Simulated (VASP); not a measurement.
# HgTe in VASP: notebook, part 2 of 3

VASP 6.6.1. The steps go on from the part before.

## (4) Electric field gradients, LDA (zz strain of -2 %)

The input, INCAR:

```
ALGO     = Normal         # electronic algorithm
EDIFF    = 1E-8           # SCF threshold, eV
ENCUT    = 520            # plane-wave cutoff, eV
ISIF     = 2              # what is computed and relaxed
ISMEAR   = -1             # smearing method
LASPH    = True           # aspherical terms in the spheres
LCHARG   = False          # write CHGCAR
LEFG     = True         
LREAL    = False          # projectors in reciprocal space
LWAVE    = False          # write WAVECAR
NBANDS   = 16             # bands
NELM     = 60             # most SCF steps
PREC     = Accurate       # precision mode
SIGMA    = 0.03           # smearing width, eV
```

The input, KPOINTS:

```
k-points
0
Gamma
  11 11 11
```

The input, POSCAR:

```
HgTe
1.0
    0.0000000000      3.2235000000      3.1590300000
    3.2235000000      0.0000000000      3.1590300000
    3.2235000000      3.2235000000      0.0000000000
Hg Te
1 1
Direct
    0.0000000000      0.0000000000      0.0000000000
    0.7500000000      0.7500000000      0.7500000000
```

Potentials or basis: VASP PAW LDA potentials, release 64 (Hg, Te).

Run with:

```console
$ cat potpaw_LDA.64/Hg/POTCAR potpaw_LDA.64/Te/POTCAR > POTCAR
$ mpirun -np 1 vasp_std > vasp.out
```

OUTCAR:

```text
EDIFF = 1E-8
   ENCUT = 520
   ISIF = 2
   ISMEAR = -1
   LASPH = True
   LREAL = False
   NELM = 60
   PREC = Accurate

 ion  position               nearest neighbor table
   1  0.000  0.000  0.000-   2 2.77   2 2.77   2 2.77   2 2.77
   2  0.750  0.750  0.750-   1 2.77   1 2.77   1 2.77   1 2.77

  LATTYP: Found a body centered tetragonal cell.
 ALAT       =     4.5587174183
 C/A-ratio  =     1.3859292911

  Lattice vectors:

 A1 = (   0.0000000000,  -3.2235000000,  -3.1590300000)
 A2 = (   0.0000000000,   3.2235000000,  -3.1590300000)
 A3 = (   3.2235000000,   0.0000000000,   3.1590300000)

Analysis of symmetry for initial positions (statically):
=====================================================================
 Subroutine PRICEL returns:
 Original cell was already a primitive cell.

 Routine SETGRP: Setting up the symmetry group for a
 body centered tetragonal supercell.

[... 645 lines left out ...]
      direct lattice vectors                 reciprocal lattice vectors
     0.000000000  3.223500000  3.159030000    -0.155110904  0.155110904  0.158276433
     3.223500000  0.000000000  3.159030000     0.155110904 -0.155110904  0.158276433
     3.223500000  3.223500000  0.000000000     0.155110904  0.155110904 -0.158276433

 POSITION                                       TOTAL-FORCE (eV/Angst)
 -----------------------------------------------------------------------------------
      0.00000      0.00000      0.00000         0.000000      0.000000      0.000000
      4.83525      4.83525      4.73855        -0.000000     -0.000000     -0.000000
 -----------------------------------------------------------------------------------
    total drift:                                0.000000      0.000000     -0.000000

  FREE ENERGIE OF THE ION-ELECTRON SYSTEM (eV)
  ---------------------------------------------------
  free  energy   TOTEN  =        -5.0333863522 eV

  energy  without entropy=       -5.0332700524  energy(sigma->0) =       -5.03332820

 Electric field gradients (V/A^2)
---------------------------------------------------------------------
 ion       V_xx      V_yy      V_zz      V_xy      V_xz      V_yz
---------------------------------------------------------------------
   1      -6.664    -6.664    13.327    -0.000    -0.001    -0.001
   2       4.835     4.835    -9.670    -0.000    -0.000    -0.000
---------------------------------------------------------------------

 Electric field gradients after diagonalization (V/A^2)
 (convention: |V_zz| > |V_xx| > |V_yy|)
----------------------------------------------------------------------
 ion       V_xx      V_yy      V_zz     asymmetry (V_yy - V_xx)/ V_zz
----------------------------------------------------------------------
   1      -6.664    -6.663    13.327       0.000
   2       4.835     4.835    -9.670       0.000
----------------------------------------------------------------------

           NMR quadrupolar parameters

 Cq : quadrupolar parameter    Cq=e*Q*V_zz/h
 eta: asymmetry parameters     (V_yy - V_xx)/ V_zz
 Q  : nuclear electric quadrupole moment in mb (millibarn)
----------------------------------------------------------------------
 ion       Cq(MHz)       eta       Q (mb)
----------------------------------------------------------------------
   1       0.032       0.000       1.000
   2      -0.023       0.000       1.000
----------------------------------------------------------------------
```

OSZICAR:

```text
N       E                     dE             d eps       ncg     rms          rms(c)
DAV:   1     0.106346547786E+03    0.10635E+03   -0.80427E+03  4040   0.975E+02
DAV:   2    -0.149699659223E+01   -0.10784E+03   -0.10103E+03  4680   0.231E+02
DAV:   3    -0.523194441283E+01   -0.37349E+01   -0.37252E+01  5024   0.445E+01
DAV:   4    -0.526765841116E+01   -0.35714E-01   -0.35711E-01  6024   0.395E+00
DAV:   5    -0.526776463777E+01   -0.10623E-03   -0.10623E-03  5320   0.190E-01    0.816E+00
DAV:   6    -0.505098607038E+01    0.21678E+00   -0.40750E-01  4992   0.893E+00    0.638E+00
DAV:   7    -0.503640831887E+01    0.14578E-01   -0.95844E-02  4976   0.218E+00    0.220E+00
DAV:   8    -0.503372036890E+01    0.26879E-02   -0.11111E-02  4536   0.125E+00    0.532E-01
DAV:   9    -0.503339185386E+01    0.32852E-03   -0.70643E-04  5384   0.299E-01    0.125E-01
DAV:  10    -0.503338557457E+01    0.62793E-05   -0.64916E-05  5112   0.720E-02    0.508E-02
DAV:  11    -0.503338755175E+01   -0.19772E-05   -0.15753E-05  5216   0.360E-02    0.294E-02
DAV:  12    -0.503338637605E+01    0.11757E-05   -0.28186E-06  4520   0.152E-02    0.129E-02
DAV:  13    -0.503338639490E+01   -0.18855E-07   -0.24159E-07  5288   0.284E-03    0.896E-03
DAV:  14    -0.503338635190E+01    0.43002E-07   -0.11051E-07  5072   0.395E-03    0.126E-03
DAV:  15    -0.503338635223E+01   -0.32583E-09   -0.22259E-08  4640   0.831E-04
   1 F= -.50333864E+01 E0= -.50333282E+01  d E =-.116300E-03
```

stdout:

```text
POSCAR found type information on POSCAR HgTe
 POSCAR found :  2 types and       2 ions
 scaLAPACK will be used
 LDA part: xc-table for (Slater(with rela. corr.)+CA(PZ))
 , standard interpolation
 POSCAR, INCAR and KPOINTS ok, starting setup
 FFT: planning ... GRIDC
 FFT: planning ... GRID_SOFT
 FFT: planning ... GRID
 WAVECAR not read
 entering main loop
ion   1

ion   2
```

Run time: 48 s. Hardware: 1 thread of Intel Xeon 6975P-C (Granite Rapids), shared host; peak memory 0.26 GiB.

What came out:

- Free energy: -5.0334 eV
- Pressure: 1.0 GPa
- Band gap on the k mesh: 0.07 eV
- Largest electric field gradient by atom: Hg +13.3; Te -9.7 V/Å²

Electric field gradients, principal values (V/Å²):
```csv
atom,least,middle,greatest (by size)
1 Hg,-6.663,-6.664,13.327
2 Te,4.835,4.835,-9.670
```

Caveat: the cell differs from its parent crystal (zz strain of -2 %); without QUAD_EFG the Cq values of the log hold for a quadrupole moment of 1 mb, not for the nuclei; spin-orbit coupling is left out, which moves the levels of the heavy elements; an odd mesh through Γ misses points on the zone boundary, where band edges can lie.

## (5) Electric field gradients, LDA (zz strain of -2 %)

The input, INCAR:

```
SYSTEM = HgTe
PREC     = Accurate       ! precision mode
ENCUT    = 520            ! plane-wave cutoff, eV
EDIFF    = 1E-8           ! SCF threshold, eV
ISMEAR   = -1             ! smearing method
SIGMA    = 0.03           ! smearing width, eV
LREAL    = .FALSE.        ! projectors in reciprocal space
LASPH    = .TRUE.         ! aspherical terms in the spheres
NELM     = 100            ! most SCF steps
ALGO     = Normal         ! electronic algorithm
ISIF     = 2              ! what is computed and relaxed
LWAVE    = .FALSE.        ! write WAVECAR
LCHARG   = .FALSE.        ! write CHGCAR
LEFG     = .TRUE.       
NBANDS   = 16             ! bands
```

The input, KPOINTS:

```
Automatic mesh
0
G
  11 11 11
  0 0 0
```

POSCAR is that of step 4.

Potentials or basis: VASP PAW LDA potentials, release 64 (Hg, Te).

Run with:

```console
$ cat potpaw_LDA.64/Hg/POTCAR potpaw_LDA.64/Te/POTCAR > POTCAR
$ mpirun -np 1 vasp_std > vasp.out
```

OUTCAR:

```text
SYSTEM = HgTe
   PREC = Accurate
   ENCUT = 520
   EDIFF = 1E-8
   ISMEAR = -1
   LREAL = .FALSE.
   LASPH = .TRUE.
   NELM = 100
   ISIF = 2

 ion  position               nearest neighbor table
   1  0.000  0.000  0.000-   2 2.77   2 2.77   2 2.77   2 2.77
   2  0.750  0.750  0.750-   1 2.77   1 2.77   1 2.77   1 2.77

  LATTYP: Found a body centered tetragonal cell.
 ALAT       =     4.5587174183
 C/A-ratio  =     1.3859292911

  Lattice vectors:

 A1 = (   0.0000000000,  -3.2235000000,  -3.1590300000)
 A2 = (   0.0000000000,   3.2235000000,  -3.1590300000)
 A3 = (   3.2235000000,   0.0000000000,   3.1590300000)

Analysis of symmetry for initial positions (statically):
=====================================================================
 Subroutine PRICEL returns:
 Original cell was already a primitive cell.

 Routine SETGRP: Setting up the symmetry group for a
[... 645 lines left out ...]
  energy-cutoff  :      520.00
  volume of cell :       65.65
      direct lattice vectors                 reciprocal lattice vectors
     0.000000000  3.223500000  3.159030000    -0.155110904  0.155110904  0.158276433
     3.223500000  0.000000000  3.159030000     0.155110904 -0.155110904  0.158276433
     3.223500000  3.223500000  0.000000000     0.155110904  0.155110904 -0.158276433

 POSITION                                       TOTAL-FORCE (eV/Angst)
 -----------------------------------------------------------------------------------
      0.00000      0.00000      0.00000         0.000000      0.000000      0.000000
      4.83525      4.83525      4.73855        -0.000000     -0.000000     -0.000000
 -----------------------------------------------------------------------------------
    total drift:                                0.000000      0.000000     -0.000000

  FREE ENERGIE OF THE ION-ELECTRON SYSTEM (eV)
  ---------------------------------------------------
  free  energy   TOTEN  =        -5.0333863522 eV

  energy  without entropy=       -5.0332700524  energy(sigma->0) =       -5.03332820

 Electric field gradients (V/A^2)
---------------------------------------------------------------------
 ion       V_xx      V_yy      V_zz      V_xy      V_xz      V_yz
---------------------------------------------------------------------
   1      -6.664    -6.664    13.327    -0.000    -0.001    -0.001
   2       4.835     4.835    -9.670    -0.000    -0.000    -0.000
---------------------------------------------------------------------

 Electric field gradients after diagonalization (V/A^2)
 (convention: |V_zz| > |V_xx| > |V_yy|)
----------------------------------------------------------------------
 ion       V_xx      V_yy      V_zz     asymmetry (V_yy - V_xx)/ V_zz
----------------------------------------------------------------------
   1      -6.664    -6.663    13.327       0.000
   2       4.835     4.835    -9.670       0.000
----------------------------------------------------------------------

           NMR quadrupolar parameters

 Cq : quadrupolar parameter    Cq=e*Q*V_zz/h
 eta: asymmetry parameters     (V_yy - V_xx)/ V_zz
 Q  : nuclear electric quadrupole moment in mb (millibarn)
----------------------------------------------------------------------
 ion       Cq(MHz)       eta       Q (mb)
----------------------------------------------------------------------
   1       0.032       0.000       1.000
   2      -0.023       0.000       1.000
----------------------------------------------------------------------
```

OSZICAR:

```text
N       E                     dE             d eps       ncg     rms          rms(c)
DAV:   1     0.106346547786E+03    0.10635E+03   -0.80427E+03  4040   0.975E+02
DAV:   2    -0.149699659223E+01   -0.10784E+03   -0.10103E+03  4680   0.231E+02
DAV:   3    -0.523194441283E+01   -0.37349E+01   -0.37252E+01  5024   0.445E+01
DAV:   4    -0.526765841116E+01   -0.35714E-01   -0.35711E-01  6024   0.395E+00
DAV:   5    -0.526776463777E+01   -0.10623E-03   -0.10623E-03  5320   0.190E-01    0.816E+00
DAV:   6    -0.505098607038E+01    0.21678E+00   -0.40750E-01  4992   0.893E+00    0.638E+00
DAV:   7    -0.503640831887E+01    0.14578E-01   -0.95844E-02  4976   0.218E+00    0.220E+00
DAV:   8    -0.503372036890E+01    0.26879E-02   -0.11111E-02  4536   0.125E+00    0.532E-01
DAV:   9    -0.503339185386E+01    0.32852E-03   -0.70643E-04  5384   0.299E-01    0.125E-01
DAV:  10    -0.503338557457E+01    0.62793E-05   -0.64916E-05  5112   0.720E-02    0.508E-02
DAV:  11    -0.503338755175E+01   -0.19772E-05   -0.15753E-05  5216   0.360E-02    0.294E-02
DAV:  12    -0.503338637605E+01    0.11757E-05   -0.28186E-06  4520   0.152E-02    0.129E-02
DAV:  13    -0.503338639490E+01   -0.18855E-07   -0.24159E-07  5288   0.284E-03    0.896E-03
DAV:  14    -0.503338635190E+01    0.43002E-07   -0.11051E-07  5072   0.395E-03    0.126E-03
DAV:  15    -0.503338635223E+01   -0.32583E-09   -0.22259E-08  4640   0.831E-04
   1 F= -.50333864E+01 E0= -.50333282E+01  d E =-.116300E-03
```

It took 47 s on 1 thread of Intel Xeon 6975P-C (Granite Rapids), shared host; peak memory 0.27 GiB.

What came out:

| Quantity | Value |
| --- | --- |
| Free energy | -5.0334 eV |
| Pressure | 1.0 GPa |
| Band gap on the k mesh | 0.07 eV |
| Largest electric field gradient by atom | Hg +13.3; Te -9.7 V/Å² |

Electric field gradients, principal values (V/Å²):
```csv
atom,least,middle,greatest (by size)
1 Hg,-6.663,-6.664,13.327
2 Te,4.835,4.835,-9.670
```

Caveat: the cell differs from its parent crystal (zz strain of -2 %); without QUAD_EFG the Cq values of the log hold for a quadrupole moment of 1 mb, not for the nuclei; spin-orbit coupling is left out, which moves the levels of the heavy elements; an odd mesh through Γ misses points on the zone boundary, where band edges can lie.

(Part 2 of 3 ends here.)
